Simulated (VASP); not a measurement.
# Cu (I4/mmm) in VASP: further runs, part 2 of 2

VASP 6.6.1. Earlier steps stand in the parts before.

## Step 4: Single point, LDA (10.93 Å³/atom)

This run uses another cell than the first one, of 10.93 Å³/atom.

Contents of INCAR:

```
SYSTEM = Cu
  PREC = Accurate
  ENCUT = 520
  EDIFF = 1E-6
  ISMEAR = 0
  SIGMA = 0.15
  LREAL = .False.
  LASPH = .True.
  NELM = 80
  ALGO = Normal
  ISIF = 2
  LWAVE = .False.
  LCHARG = .True.
  GGA = CA
  LELF = .True.
  LVHAR = .True.
  NBANDS = 12
```

Contents of KPOINTS:

```
Automatic mesh
0
Gamma
  24 24 24
  0 0 0
```

Contents of POSCAR:

```
Cu
1.0
   -1.4859384417      1.4859384417      1.2374895343
    1.4859384417     -1.4859384417      1.2374895343
    1.4859384417      1.4859384417     -1.2374895343
Cu
1
Direct
    0.0000000000      0.0000000000      0.0000000000
```

Potentials or basis: VASP PAW LDA potentials, release 64 (Cu).

Launch:

```bash
cat potpaw_LDA.64/Cu/POTCAR > POTCAR
mpirun -np 1 vasp_std > vasp.out
```

OUTCAR:

```text
SYSTEM = Cu
   PREC = Accurate
   ENCUT = 520
   EDIFF = 1E-6
   ISMEAR = 0
   LREAL = .False.
   LASPH = .True.
   NELM = 80
   ISIF = 2
   GGA = CA

 ion  position               nearest neighbor table
   1  0.000  0.000  0.000-

  LATTYP: Found a body centered tetragonal cell.
 ALAT       =     2.9718768834
 C/A-ratio  =     0.8328000000

  Lattice vectors:

 A1 = (  -1.4859384417,   1.4859384417,   1.2374895343)
 A2 = (   1.4859384417,  -1.4859384417,   1.2374895343)
 A3 = (   1.4859384417,   1.4859384417,  -1.2374895343)

Analysis of symmetry for initial positions (statically):
=====================================================================
 Subroutine PRICEL returns:
 Original cell was already a primitive cell.

 Routine SETGRP: Setting up the symmetry group for a
 body centered tetragonal supercell.

 Subroutine GETGRP returns: Found 16 space group operations
 (whereof 16 operations were pure point group operations)
 out of a pool of 16 trial point group operations.

The static configuration has the point symmetry D_4h.

Analysis of symmetry for dynamics (positions and initial velocities):
=====================================================================
 Subroutine PRICEL returns:
 Original cell was already a primitive cell.

 Routine SETGRP: Setting up the symmetry group for a
 body centered tetragonal supercell.

 Subroutine GETGRP returns: Found 16 space group operations
 (whereof 16 operations were pure point group operations)
 out of a pool of 16 trial point group operations.

The dynamic configuration has the point symmetry D_4h.

 Subroutine INISYM returns: Found 16 space group operations
 (whereof 16 operations are pure point group operations),
 and found     1 'primitive' translations

----------------------------------------------------------------------------------------

                                     Primitive cell

  volume of cell :      10.9296

  direct lattice vectors                    reciprocal lattice vectors
    -1.485938442  1.485938442  1.237489534     0.000000000  0.336487694  0.404043821
     1.485938442 -1.485938442  1.237489534     0.336487694  0.000000000  0.404043821
     1.485938442  1.485938442 -1.237489534     0.336487694  0.336487694  0.000000000

  length of vectors
     2.438730500  2.438730500  2.438730500     0.525809260  0.525809260  0.475865461

  position of ions in fractional coordinates (direct lattice)
     0.000000000  0.000000000  0.000000000

  ion indices of the primitive-cell ions
   primitive index   ion index
                 1           1

----------------------------------------------------------------------------------------

 KPOINTS: Automatic mesh

Automatic generation of k-mesh.
 Grid dimensions read from file:
 generate k-points for:   24   24   24

 Generating k-lattice:

  Cartesian coordinates                     Fractional coordinates (reciprocal lattice)
     0.000000000  0.014020321  0.016835159     0.041666667  0.000000000  0.000000000
     0.014020321  0.000000000  0.016835159     0.000000000  0.041666667  0.000000000
     0.014020321  0.014020321  0.000000000     0.000000000  0.000000000  0.041666667

  Length of vectors
     0.021908719  0.021908719  0.019827728

  Shift w.r.t. Gamma in fractional coordinates (k-lattice)
     0.000000000  0.000000000  0.000000000

 Subroutine IBZKPT returns following result:
 ===========================================

 Found   1063 irreducible k-points:

 Following reciprocal coordinates:
            Coordinates               Weight
  0.000000  0.000000  0.000000      1.000000
  0.041667  0.000000 -0.000000      8.000000
  0.083333  0.000000 -0.000000      8.000000
  0.125000  0.000000 -0.000000      8.000000
  0.166667  0.000000 -0.000000      8.000000
  0.208333  0.000000 -0.000000      8.000000
[... 16 lines left out ...]
  0.416667  0.041667  0.000000     16.000000
  0.458333  0.041667  0.000000     16.000000
 [... further k-points ...]
   k-points           NKPTS =   1063   k-points in BZ     NKDIM =   1063   number of bands    NBANDS=     12
   number of dos      NEDOS =    301   number of ions     NIONS =      1
   total plane-waves  NPLWV =   5832
   dimension x,y,z NGX =    18 NGY =   18 NGZ =   18
   dimension x,y,z NGXF=    36 NGYF=   36 NGZF=   36
   ions per type =               1
   NGX,Y,Z   is equivalent  to a cutoff of  12.27, 12.27, 12.27 a.u.
   NGXF,Y,Z  is equivalent  to a cutoff of  24.54, 24.54, 24.54 a.u.
 SYSTEM =  Cu
   PREC   = accura    normal or accurate (medium, high low for compatibility)
   ISTART =      0    job   : 0-new  1-cont  2-samecut
   ICHARG =      2    charge: 1-file 2-atom 10-const
   ISPIN  =      1    spin polarized calculation?
   LNONCOLLINEAR =      F non collinear calculations
   LSORBIT =      F    spin-orbit coupling
   LASPH  =      T    aspherical Exc in radial PAW
   ENCUT  =  520.0 eV  38.22 Ry    6.18 a.u.   4.53  4.53  4.53*2*pi/ulx,y,z
   NELM   =     80;   NELMIN=  2; NELMDL= -5     # of ELM steps
   EDIFF  = 0.1E-05   stopping-criterion for ELM
   LREAL  =      F    real-space projection
   EDIFFG = 0.1E-04   stopping-criterion for IOM
   NSW    =      0    number of steps for IOM
   IBRION =     -1    ionic relax: 0-MD 1-quasi-New 2-CG
   NFREE  =      0    steps in history (QN), initial steepest desc. (CG)
   ISIF   =      2    stress and relaxation
   ISYM   =      2    0-nonsym 1-usesym 2-fastsym
   POTIM  = 0.5000    time-step for ionic-motion
   TEBEG  =    0.0;   TEEND  =   0.0 temperature during run
   PSTRESS=    0.0 pullay stress
   NELECT =      11.0000    total number of electrons
   NUPDOWN=      -1.0000    fix difference up-down
   EMIN   =  10.00;   EMAX   =-10.00  energy-range for DOS
   EFERMI =   0.00;   METHOD = LEGACY
   ISMEAR =     0;   SIGMA  =   0.15  broadening in eV -4-tet -1-fermi 0-gaus
   EFERMI_NEDOS =   21; number of points for ismear=-14 and -15
   IALGO  =     38    algorithm
   IMIX   =      4    mixing-type and parameters
     AMIX     =   0.40;   BMIX     =  1.00
     AMIX_MAG =   1.60;   BMIX_MAG =  1.00
  volume/ion in A,a.u.               =      10.93        73.76
  Fermi-wavevector in a.u.,A,eV,Ry     =   1.640607  3.100298 36.621342  2.691593
  Thomas-Fermi vector in A             =   2.731217
   LORBIT       =      0    0 simple, 1 ext, 2 COOP (PROOUT), +10 PAW based schemes
   GGA     = CA    functional components
   LHFCALC =     F    Hartree Fock is set to
   AEXX    =    0.0000 exact exchange contribution
   IVDW    =     0    specifies the selected vdW correction
   LEPSILON=     F    determine dielectric tensor
   LRPA    =     F    only Hartree local field effects (RPA)
 non-spin polarized calculation
 Gauss-broadening in eV      SIGMA  =   0.15
  energy-cutoff  :      520.00
  volume of cell :       10.93
 maximum number of plane-waves:       309
   NGX =  9   NGY =  9   NGZ =  9

 number of electron      10.9999997 magnetization

 Free energy of the ion-electron system (eV)
  ---------------------------------------------------
  ext. energy  EPLUGINS =         0.00000000
  ---------------------------------------------------
  free energy    TOTEN  =        -4.65373976 eV

  energy without entropy =       -4.64944319  energy(sigma->0) =       -4.65159148

 E-fermi :   8.3758     XC(G=0): -13.5554

 val. band max:        8.3704204128   @ k =   0.4583   0.0417   0.0000
 cond. band min:       8.3775487610   @ k =   0.5000   0.0833   0.0417
 fundamental gap:      0.0071283482
 Fermi energy:         8.3757794290

 k-point     1 :       0.0000    0.0000    0.0000
  band No.  band energies     occupation
      1      -1.5959      2.00000
      2       4.4547      2.00000
      3       5.3432      2.00000
      4       5.3432      2.00000
      5       5.4341      2.00000
      6       6.4031      2.00000
      7      31.4313      0.00000
      8      31.4313      0.00000
      9      35.4980      0.00000
     10      36.6099      0.00000
     11      37.8920      0.00000
     12      38.9814      0.00000
[... 331 lines left out ...]
 k-point    24 :       0.4583    0.0417    0.0000
  band No.  band energies     occupation
      1       2.9070      2.00000
      2       3.8853      2.00000
      3       5.9554      2.00000
      4       6.5889      2.00000
      5       6.7635      2.00000
      6       8.3704      1.04030
      7      14.1485      0.00000
      8      24.6226      0.00000
      9      25.2033      0.00000
     10      29.9194      0.00000
     11      33.0775      0.00000
     12      40.9328      0.00000

 [... further k-points ...]

------------------------ aborting loop because EDIFF is reached ----------------------------------------

  FORCE on cell =-STRESS in cart. coord.  units (eV):
  Direction    XX          YY          ZZ          XY          YZ          ZX
  --------------------------------------------------------------------------------------
  -------------------------------------------------------------------------------------
  Total       -0.0302289     -0.0302289      0.5282701      0.0000000      0.0000000      0.0000000
  in kB       -4.4312837     -4.4312837     77.4396636      0.0000000      0.0000000      0.0000000
  external PRESSURE =      22.8590320 kB  Pullay stress =       0.0000000 kB

 VOLUME and BASIS-vectors are now :
 -----------------------------------------------------------------------------
  energy-cutoff  :      520.00
  volume of cell :       10.93
      direct lattice vectors                 reciprocal lattice vectors
    -1.485938442  1.485938442  1.237489534     0.000000000  0.336487694  0.404043821
     1.485938442 -1.485938442  1.237489534     0.336487694  0.000000000  0.404043821
     1.485938442  1.485938442 -1.237489534     0.336487694  0.336487694  0.000000000

 POSITION                                       TOTAL-FORCE (eV/Angst)
 -----------------------------------------------------------------------------------
      0.00000      0.00000      0.00000        -0.000000      0.000000      0.000000
 -----------------------------------------------------------------------------------
    total drift:                                0.000000      0.000000      0.000000

  FREE ENERGIE OF THE ION-ELECTRON SYSTEM (eV)
  ---------------------------------------------------
  free  energy   TOTEN  =        -4.6537397610 eV

  energy  without entropy=       -4.6494431906  energy(sigma->0) =       -4.65159148
```

OSZICAR:

```text
N       E                     dE             d eps       ncg     rms          rms(c)
DAV:   1     0.408242828887E+02    0.40824E+02   -0.53963E+03 28848   0.160E+03
DAV:   2    -0.435840763970E+01   -0.45183E+02   -0.41707E+02 26372   0.206E+02
DAV:   3    -0.565908566285E+01   -0.13007E+01   -0.12917E+01 29316   0.400E+01
DAV:   4    -0.566687948437E+01   -0.77938E-02   -0.77926E-02 28992   0.272E+00
DAV:   5    -0.566695196826E+01   -0.72484E-04   -0.72483E-04 29800   0.268E-01    0.802E+00
DAV:   6    -0.502891469527E+01    0.63804E+00   -0.14519E+01 29920   0.759E+01    0.374E+00
DAV:   7    -0.467196041743E+01    0.35695E+00   -0.22075E+00 30056   0.296E+01    0.662E-01
DAV:   8    -0.465509024478E+01    0.16870E-01   -0.69697E-03 32228   0.957E-01    0.264E-01
DAV:   9    -0.465372699533E+01    0.13632E-02   -0.59137E-03 32712   0.132E+00    0.162E-02
DAV:  10    -0.465373814027E+01   -0.11145E-04   -0.33036E-05 35544   0.951E-02    0.393E-03
DAV:  11    -0.465373974918E+01   -0.16089E-05   -0.95458E-07 19864   0.100E-02    0.466E-04
DAV:  12    -0.465373976096E+01   -0.11781E-07   -0.77534E-08 14552   0.418E-03
   1 F= -.46537398E+01 E0= -.46515915E+01  d E =-.429657E-02
```

Wall time 96 s (1 thread of Intel Xeon 8259CL, shared host); peak memory 0.23 GiB.

What came out:

| Property | Result |
| --- | --- |
| Free energy | -4.6537 eV |
| Pressure | 2.3 GPa |
| Band gap on the k mesh | zero (an odd number of electrons rules out a gap without spin polarisation) |

Levels at points of the mesh, in eV from the Fermi level:
| k point | band 3 | band 4 | band 5 | band 6 | band 7 | band 8 | band 9 | band 10 |
| --- | --- | --- | --- | --- | --- | --- | --- | --- |
| (0.00, 0.00, 0.00) | -3.03 | -3.03 | -2.94 | -1.97 | 23.06 | 23.06 | 27.12 | 28.23 |
| (0.50, 0.00, 0.00) | -2.40 | -1.71 | -1.53 | -0.14 | 5.66 | 16.79 | 16.85 | 21.14 |
| (0.50, 0.50, 0.00) | -3.01 | -2.37 | -1.68 | -1.55 | 3.45 | 21.87 | 22.80 | 25.98 |
| (0.50, 0.50, 0.50) | -1.70 | -1.70 | -1.52 | 6.21 | 6.21 | 12.51 | 13.20 | 13.93 |

## Step 5: Summary

```tsv
cell	gap on the mesh (eV)	pressure (GPa)
a = 2.417 Å, angles 105.6, 105.6, 117.5°, 1 atom	none	5.7
a = 2.429 Å, angles 106.3, 106.3, 115.9°, 1 atom	none	1.3
a = 2.439 Å, angles 104.9, 104.9, 119.0°, 1 atom	none	2.3
```

Alike in all rows: task single point; level LDA; potentials or basis VASP PAW LDA potentials, release 64 (Cu); no spin polarisation; k mesh 24 × 24 × 24; cutoff (eV) 520; smearing gaussian 0.15 eV.

Caveats: the cell stands under pressure (at least some runs).

Absolute energies hang on the potentials; compare differences alone.
